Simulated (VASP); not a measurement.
# TiH (Pm-3m) in VASP: notebook, part 2 of 2

VASP 6.6.1. The steps go on from the part before.

## (4) Relaxation of cell and atoms, PBEsol, target pressure 30 GPa, at which the enthalpy is minimised

Contents of INCAR:

```
SYSTEM = TiH
PREC = Accurate ; ENCUT = 600
EDIFF = 1E-6 ; ISMEAR = -1
SIGMA = 0.1 ; LREAL = .FALSE.
LASPH = .TRUE. ; NELM = 60
ALGO = Normal ; ISIF = 3
LWAVE = .FALSE. ; LCHARG = .FALSE.
GGA = PS ; IBRION = 2
NSW = 60 ; EDIFFG = -0.01
PSTRESS = 300.0
```

Contents of KPOINTS:

```
regular mesh
0
G
  7 7 7
  0 0 0
```

Contents of POSCAR:

```
TiH
1.0
    2.5700000000      0.0000000000      0.0000000000
    0.0000000000      2.5700000000      0.0000000000
    0.0000000000      0.0000000000      2.5700000000
Ti H
1 1
Direct
    0.0000000000      0.0000000000      0.0000000000
    0.5000000000      0.5000000000      0.5000000000
```

Potentials or basis: VASP PAW PBE potentials, release 64 (Ti_sv, H).

Command:

```
$ cat potpaw_PBE.64/Ti_sv/POTCAR potpaw_PBE.64/H/POTCAR > POTCAR
$ mpirun -np 1 vasp_std > vasp.out
```

OUTCAR:

```text
SYSTEM = TiH
   PREC = Accurate
   ENCUT = 600
   EDIFF = 1E-6
   ISMEAR = -1
   LREAL = .FALSE.
   LASPH = .TRUE.
   NELM = 60
   ISIF = 3
   GGA = PS
   IBRION = 2
   NSW = 60
   EDIFFG = -0.01
   PSTRESS = 300.0

 ion  position               nearest neighbor table
   1  0.000  0.000  0.000-
   2  0.500  0.500  0.500-

  LATTYP: Found a simple cubic cell.
 ALAT       =     2.5700000000

  Lattice vectors:

 A1 = (   2.5700000000,   0.0000000000,   0.0000000000)
 A2 = (   0.0000000000,   2.5700000000,   0.0000000000)
 A3 = (   0.0000000000,   0.0000000000,   2.5700000000)

Analysis of symmetry for initial positions (statically):
=====================================================================
 Subroutine PRICEL returns:
 Original cell was already a primitive cell.

 Routine SETGRP: Setting up the symmetry group for a
 simple cubic supercell.

 Subroutine GETGRP returns: Found 48 space group operations
 (whereof 48 operations were pure point group operations)
 out of a pool of 48 trial point group operations.

The static configuration has the point symmetry O_h .

Analysis of symmetry for dynamics (positions and initial velocities):
=====================================================================
 Subroutine PRICEL returns:
 Original cell was already a primitive cell.

 Routine SETGRP: Setting up the symmetry group for a
 simple cubic supercell.

 Subroutine GETGRP returns: Found 48 space group operations
 (whereof 48 operations were pure point group operations)
 out of a pool of 48 trial point group operations.

The dynamic configuration has the point symmetry O_h .

 Subroutine INISYM returns: Found 48 space group operations
 (whereof 48 operations are pure point group operations),
 and found     1 'primitive' translations

----------------------------------------------------------------------------------------

                                     Primitive cell

  volume of cell :      16.9746

  direct lattice vectors                    reciprocal lattice vectors
     2.570000000  0.000000000  0.000000000     0.389105058  0.000000000  0.000000000
     0.000000000  2.570000000  0.000000000     0.000000000  0.389105058  0.000000000
     0.000000000  0.000000000  2.570000000     0.000000000  0.000000000  0.389105058

  length of vectors
     2.570000000  2.570000000  2.570000000     0.389105058  0.389105058  0.389105058

  position of ions in fractional coordinates (direct lattice)
     0.000000000  0.000000000  0.000000000
     0.500000000  0.500000000  0.500000000

  ion indices of the primitive-cell ions
   primitive index   ion index
                 1           1
                 2           2

----------------------------------------------------------------------------------------

 KPOINTS: regular mesh

Automatic generation of k-mesh.
 Grid dimensions read from file:
 generate k-points for:    7    7    7

 Generating k-lattice:

  Cartesian coordinates                     Fractional coordinates (reciprocal lattice)
     0.055586437  0.000000000  0.000000000     0.142857143  0.000000000  0.000000000
     0.000000000  0.055586437  0.000000000     0.000000000  0.142857143  0.000000000
     0.000000000  0.000000000  0.055586437     0.000000000  0.000000000  0.142857143

  Length of vectors
     0.055586437  0.055586437  0.055586437

  Shift w.r.t. Gamma in fractional coordinates (k-lattice)
     0.000000000  0.000000000  0.000000000

 Subroutine IBZKPT returns following result:
 ===========================================

 Found     20 irreducible k-points:

 Following reciprocal coordinates:
            Coordinates               Weight
  0.000000  0.000000  0.000000      1.000000
  0.142857  0.000000  0.000000      6.000000
  0.285714  0.000000  0.000000      6.000000
  0.428571  0.000000  0.000000      6.000000
  0.142857  0.142857  0.000000     12.000000
  0.285714  0.142857  0.000000     24.000000
[... 12 lines left out ...]
  0.428571  0.428571  0.285714     24.000000
  0.428571  0.428571  0.428571      8.000000
   k-points           NKPTS =     20   k-points in BZ     NKDIM =     20   number of bands    NBANDS=     10
   number of dos      NEDOS =    301   number of ions     NIONS =      2
   total plane-waves  NPLWV =  13824
   dimension x,y,z NGX =    24 NGY =   24 NGZ =   24
   dimension x,y,z NGXF=    48 NGYF=   48 NGZF=   48
   ions per type =               1   1
   NGX,Y,Z   is equivalent  to a cutoff of  15.52, 15.52, 15.52 a.u.
   NGXF,Y,Z  is equivalent  to a cutoff of  31.05, 31.05, 31.05 a.u.
 SYSTEM =  TiH
   PREC   = accura    normal or accurate (medium, high low for compatibility)
   ISTART =      0    job   : 0-new  1-cont  2-samecut
   ICHARG =      2    charge: 1-file 2-atom 10-const
   ISPIN  =      1    spin polarized calculation?
   LNONCOLLINEAR =      F non collinear calculations
   LSORBIT =      F    spin-orbit coupling
   LASPH  =      T    aspherical Exc in radial PAW
   ENCUT  =  600.0 eV  44.10 Ry    6.64 a.u.   5.13  5.13  5.13*2*pi/ulx,y,z
   NELM   =     60;   NELMIN=  2; NELMDL= -5     # of ELM steps
   EDIFF  = 0.1E-05   stopping-criterion for ELM
   LREAL  =      F    real-space projection
   EDIFFG = -.1E-01   stopping-criterion for IOM
   NSW    =     60    number of steps for IOM
   IBRION =      2    ionic relax: 0-MD 1-quasi-New 2-CG
   NFREE  =      1    steps in history (QN), initial steepest desc. (CG)
   ISIF   =      3    stress and relaxation
   ISYM   =      2    0-nonsym 1-usesym 2-fastsym
   POTIM  = 0.5000    time-step for ionic-motion
   TEBEG  =    0.0;   TEEND  =   0.0 temperature during run
   PSTRESS=  300.0 pullay stress
   NELECT =      13.0000    total number of electrons
   NUPDOWN=      -1.0000    fix difference up-down
   EMIN   =  10.00;   EMAX   =-10.00  energy-range for DOS
   EFERMI =   0.00;   METHOD = LEGACY
   ISMEAR =    -1;   SIGMA  =   0.10  broadening in eV -4-tet -1-fermi 0-gaus
   EFERMI_NEDOS =   21; number of points for ismear=-14 and -15
   IALGO  =     38    algorithm
   IMIX   =      4    mixing-type and parameters
     AMIX     =   0.40;   BMIX     =  1.00
     AMIX_MAG =   1.60;   BMIX_MAG =  1.00
  volume/ion in A,a.u.               =       8.49        57.28
  Fermi-wavevector in a.u.,A,eV,Ry     =   1.497808  2.830447 30.523704  2.243429
  Thomas-Fermi vector in A             =   2.609648
   LORBIT       =      0    0 simple, 1 ext, 2 COOP (PROOUT), +10 PAW based schemes
   GGA     = PS    functional components
   LHFCALC =     F    Hartree Fock is set to
   AEXX    =    0.0000 exact exchange contribution
   IVDW    =     0    specifies the selected vdW correction
   LEPSILON=     F    determine dielectric tensor
   LRPA    =     F    only Hartree local field effects (RPA)
 conjugate gradient relaxation of ions
 non-spin polarized calculation
  energy-cutoff  :      600.00
  volume of cell :       16.97
 maximum number of plane-waves:       587
 NGX is ok and might be reduce to    24
   NGX = 11   NGY = 11   NGZ = 11

--------------------------------------- Ionic step        1  -------------------------------------------

 number of electron      13.0000002 magnetization

 Free energy of the ion-electron system (eV)
  ---------------------------------------------------
  ext. energy  EPLUGINS =         0.00000000
  ---------------------------------------------------
  free energy    TOTEN  =       -11.43791757 eV

  energy without entropy =      -11.40839008  energy(sigma->0) =      -11.42315382

 E-fermi :   9.5517     XC(G=0): -12.3697

 val. band max:        9.4710952968   @ k =   0.4286   0.1429   0.1429
 cond. band min:       9.6049324209   @ k =   0.4286   0.4286   0.1429
 fundamental gap:      0.1338371240
 Fermi energy:         9.5516693551

 k-point     1 :       0.0000    0.0000    0.0000
  band No.  band energies     occupation
      1     -46.6338      2.00000
      2     -22.4074      2.00000
      3     -22.4074      2.00000
      4     -22.4074      2.00000
      5      -0.3485      2.00000
      6       7.8721      2.00000
      7       7.8721      2.00000
      8      13.7632      0.00000
      9      13.7632      0.00000
     10      13.7632      0.00000
[... 318 lines left out ...]
  enthalpy is  TOTEN    =        -8.3576981562 eV   P V=        2.6877210117

--------------------------------------- Ionic step        3  -------------------------------------------

 number of electron      13.0000004 magnetization

 Free energy of the ion-electron system (eV)
  ---------------------------------------------------
  ext. energy  EPLUGINS =         0.00000000
  ---------------------------------------------------
  free energy    TOTEN  =       -11.22865489 eV

  energy without entropy =      -11.20452847  energy(sigma->0) =      -11.21659168

 E-fermi :  10.8844     XC(G=0): -12.9420

 val. band max:       10.7729436999   @ k =   0.4286   0.1429   0.1429
 cond. band min:      11.0108996083   @ k =   0.4286   0.4286   0.1429
 fundamental gap:      0.2379559084
 Fermi energy:        10.8844226520

 k-point     1 :       0.0000    0.0000    0.0000
  band No.  band energies     occupation
      1     -45.2180      2.00000
      2     -20.7524      2.00000
      3     -20.7524      2.00000
      4     -20.7524      2.00000
      5       0.4453      2.00000
      6       8.9084      2.00000
      7       8.9084      2.00000
      8      15.6575      0.00000
      9      15.6575      0.00000
     10      15.6575      0.00000
[... 274 lines left out ...]
  FREE ENERGIE OF THE ION-ELECTRON SYSTEM (eV)
  ---------------------------------------------------
  free  energy   TOTEN  =       -11.2286548893 eV

  energy  without entropy=      -11.2045284661  energy(sigma->0) =      -11.21659168

  enthalpy is  TOTEN    =        -8.3902868349 eV   P V=        2.8383680544

 reached required accuracy - stopping structural energy minimisation
```

OSZICAR:

```text
N       E                     dE             d eps       ncg     rms          rms(c)
DAV:   1     0.904032147187E+02    0.90403E+02   -0.77649E+03   400   0.165E+03
DAV:   2    -0.715473813592E+01   -0.97558E+02   -0.95737E+02   408   0.356E+02
DAV:   3    -0.120764375190E+02   -0.49217E+01   -0.46777E+01   532   0.847E+01
[... 29 lines left out ...]
DAV:   5    -0.112267867823E+02   -0.13552E-01   -0.30157E-02   536   0.130E+00    0.294E-01
DAV:   6    -0.112282055822E+02   -0.14188E-02   -0.29858E-03   494   0.594E-01    0.105E-01
DAV:   7    -0.112286455045E+02   -0.43992E-03   -0.10899E-03   524   0.306E-01    0.134E-02
DAV:   8    -0.112286540536E+02   -0.85491E-05   -0.10574E-04   518   0.736E-02    0.311E-03
DAV:   9    -0.112286548893E+02   -0.83570E-06   -0.33249E-06   352   0.198E-02
   3 F= -.83902868E+01 E0= -.83782236E+01  d E =-.130780E+00
```

Run time: 16 s. Hardware: 1 thread of Intel Xeon 6975P-C, shared host; peak memory 0.15 GiB.

What came out:

```yaml
Free_energy: -11.2287 eV
Relaxed_volume: 7.58 Å³/atom
Relaxed_cell: a = 2.475 Å, b = 2.475 Å, c = 2.475 Å, α = 90.00°, β = 90.00°, γ = 90.00°
Space_group_after_relaxing_to_0.05_Å: Pm-3m (No. 221)
Energy_change_on_relaxing_the_enthalpy_is_what_falls: +104.6 meV/atom
Ionic_steps: 3
Pressure_after_relaxing: 30.0 GPa
```

The path:
```tsv
step	energy change (eV)	largest force (eV/Å)	pressure (GPa)	volume (Å³)
1	0.0000	0.0000	8.73	16.97
2	0.3925	0.0000	43.46	14.35
3	0.2093	0.0000	30.02	15.16
```

Final structure:
```
Ti H
1.0
     2.47487    0.00000    0.00000
     0.00000    2.47487    0.00000
     0.00000    0.00000    2.47487
Ti H
1 1
Direct
  0.00000 0.00000 0.00000
  0.50000 0.50000 0.50000
```

Caveat: the cell is relaxed towards a set pressure, so the enthalpy falls and the energy may rise; the PAW data sets were made with another functional, which shifts forces and pressure a little.

## (5) Summary

```csv
cell,gap on the mesh (eV),pressure (GPa)
relaxed to 10 GPa,none,10.0
relaxed to 20 GPa,none,20.1
relaxed to 30 GPa,none,30.0
```

Alike in all rows: task relaxation of cell and atoms; level PBEsol; potentials or basis VASP PAW PBE potentials, release 64 (Ti_sv, H); no spin polarisation; k mesh 7 × 7 × 7; cutoff (eV) 600; smearing fermi-dirac 0.1 eV.

Caveats: the cell is relaxed towards a set pressure, so the enthalpy falls and the energy may rise; the PAW data sets were made with another functional, which shifts forces and pressure a little.

Total energies depend on the potentials used, so only differences within one code and one set of settings carry meaning.
